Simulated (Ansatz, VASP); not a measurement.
**Sb in VASP and in Ansatz**

File INCAR:

```
PREC     = Accurate       # precision mode
ENCUT    = 520            # plane-wave cutoff, eV
EDIFF    = 1E-6           # SCF threshold, eV
ISMEAR   = -1             # smearing method
SIGMA    = 0.05           # smearing width, eV
LREAL    = F              # projectors in reciprocal space
LASPH    = T              # aspherical terms in the spheres
NELM     = 80             # most SCF steps
ALGO     = Normal         # electronic algorithm
ISIF     = 2              # what is computed and relaxed
LWAVE    = F              # write WAVECAR
LCHARG   = F              # write CHGCAR
LDIPOL   = T            
IDIPOL   = 3            
DIPOL    = 0.5 0.5 0.500
GGA      = PE             # functional
NBANDS   = 30             # bands
```

The input KPOINTS:

```
regular mesh
0
Gamma
  8 5 1
```

POSCAR

```
Sb
1.0
    3.3690001795      0.0000000000      0.0000000000
    0.0000000000      5.3300000000      0.0000000000
    0.0000000000      0.0000000000     24.7254658028
Sb
8
Direct
    0.0000000000      0.7500000000      0.3033309892
    0.5000000001      0.2500000000      0.3426647914
    0.5000000000      0.7500000000      0.4213323957
    0.0000000001      0.2500000000      0.4606661978
    0.0000000000      0.7500000000      0.5393338022
    0.5000000001      0.2500000000      0.5786676043
    0.5000000000      0.7500000000      0.6573352086
    0.0000000001      0.2500000000      0.6966690108
```

input.yaml

```yaml
crystal:
  lattice:
    - [3.3690001795, 0.0, 0.0]
    - [0.0, 5.33, 0.0]
    - [0.0, 0.0, 24.7254658028]
  atoms:
    - { symbol: Sb, position: [0.0, 0.75, 0.3033309892] }
    - { symbol: Sb, position: [0.5000000001, 0.25, 0.3426647914] }
    - { symbol: Sb, position: [0.5, 0.75, 0.4213323957] }
    - { symbol: Sb, position: [1.0e-10, 0.25, 0.4606661978] }
    - { symbol: Sb, position: [0.0, 0.75, 0.5393338022] }
    - { symbol: Sb, position: [0.5000000001, 0.25, 0.5786676043] }
    - { symbol: Sb, position: [0.5, 0.75, 0.6573352086] }
    - { symbol: Sb, position: [1.0e-10, 0.25, 0.6966690108] }
hamiltonian:
  xc: pbe
  pseudopotentials: { kind: paw }
kpoints:
  mp_grid: { grid: [8, 5, 1] }
scf:
  occupations: { method: fermi_dirac, width: 0.05 }
output:
  forces: true
  eigenvalues: true
  write_density: true
  write_potential: true
  elf: true
  volumetric_format: npy
efield:
  axis: 3
  dipole_correction: true
  ramp_width: 0.04
```

Alike in both runs: functional PBE; k mesh 8 × 5 × 1; occupations fermi-dirac, width 0.05 eV; no spin polarisation.

|  | VASP | Ansatz |
| --- | --- | --- |
| version | VASP 6.6.1 | Ansatz 0.2.0 |
| potentials or method | VASP PAW PBE potentials, release 64 (Sb) | Ansatz PAW |
| plane-wave cutoff (eV) | 520 | 420 |
| valence electrons in the cell | 40 | 120 |
| task | single point | electrostatic potential |

VASP gave:

```
gap on the k mesh at the Fermi level (eV) : none
rms of the force components (eV/Å)        : 0.237
```

Q: Which values does Ansatz return?

A: gap on the k mesh at the Fermi level (eV): none; rms of the force components (eV/Å): 0.236.

Atom by atom the forces differ by 0.003 eV/Å (rms over components). A gap of «none» marks a metal or a gap that the smearing closes. VASP's potentials hold 40 valence electrons a cell and Ansatz's 120, so a difference there can come from the potentials and not from the codes.

Neither program's run includes spin-orbit coupling.
